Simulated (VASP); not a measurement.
Write the native input for VASP 6.6.1 that does the following.

```yaml
Task: single point
Functional: r2SCAN
Potentials_or_basis: VASP PAW PBE potentials, release 64 (B, N)
Cutoff: 660 eV
k_mesh: 12 × 12 × 6
Occupations: gaussian, width 0.02 eV
Spin: no spin polarisation
Dipole_correction: no
Further_INCAR_settings: ALGO = Normal; EDIFF = 1e-06; NBANDS = 16
```

The system is BN (scanat).

```
B N
1.0
     2.54057    0.00000    0.00000
    -1.27029    2.20020    0.00000
     0.00000    0.00000    4.20264
B N
2 2
Cartesian
  1.2703 0.7334 4.2015
  0.0000 1.4668 2.1002
  1.2703 0.7334 2.6278
  0.0000 1.4668 0.5264
```

These files were run (other wordings do the same):

POSCAR

```
BN
1.0
    2.5405721584      0.0000000000      0.0000000000
   -1.2702860792      2.2002000293      0.0000000000
    0.0000000000      0.0000000000      4.2026429029
B N
2 2
Direct
    0.6666666667      0.3333333333      0.9997366354
    0.3333333333      0.6666666667      0.4997366354
    0.6666666667      0.3333333333      0.6252633646
    0.3333333333      0.6666666667      0.1252633646
```

INCAR.step1

```
SYSTEM = BN
PREC = Accurate
ENCUT = 660
ISMEAR = 0
SIGMA = 0.02
LREAL = .False.
LASPH = .True.
NELM = 120
NBANDS = 16
GGA = PE
ALGO = Normal
EDIFF = 1E-5
LWAVE = .True.
LCHARG = .False.
GGA_COMPAT = .False.
```

INCAR.step2

```
SYSTEM = BN
PREC = Accurate
ENCUT = 660
EDIFF = 1E-6
ISMEAR = 0
SIGMA = 0.02
LREAL = .False.
LASPH = .True.
NELM = 120
ALGO = Normal
ISIF = 2
LWAVE = .False.
LCHARG = .False.
METAGGA = R2SCAN
LMIXTAU = .True.
NBANDS = 16
ISTART = 1
GGA_COMPAT = .False.
```

KPOINTS

```
Automatic mesh
0
Gamma
  12 12 6
  0 0 0
```

Potentials or basis: VASP PAW PBE potentials, release 64 (B, N).

Command:

```sh
$ cat potpaw_PBE.64/B/POTCAR potpaw_PBE.64/N/POTCAR > POTCAR
$ cp INCAR.step1 INCAR
$ mpirun -np 1 vasp_std > vasp.out
$ cp INCAR.step2 INCAR
$ mpirun -np 1 vasp_std > vasp.out
```

It gave:

| Quantity | Value |
| --- | --- |
| Pressure | 2.7 GPa |
| Largest force | 0.006 eV/Å |
| Band gap on the k mesh | 5.70 eV, indirect (least direct gap 9.00 eV) |

Caveat: the PAW data sets were made with another functional, which shifts forces and pressure a little.

It took 3.1 min on 1 thread of Intel Xeon 8259CL, with other jobs on the host, peak memory 0.18 GiB.
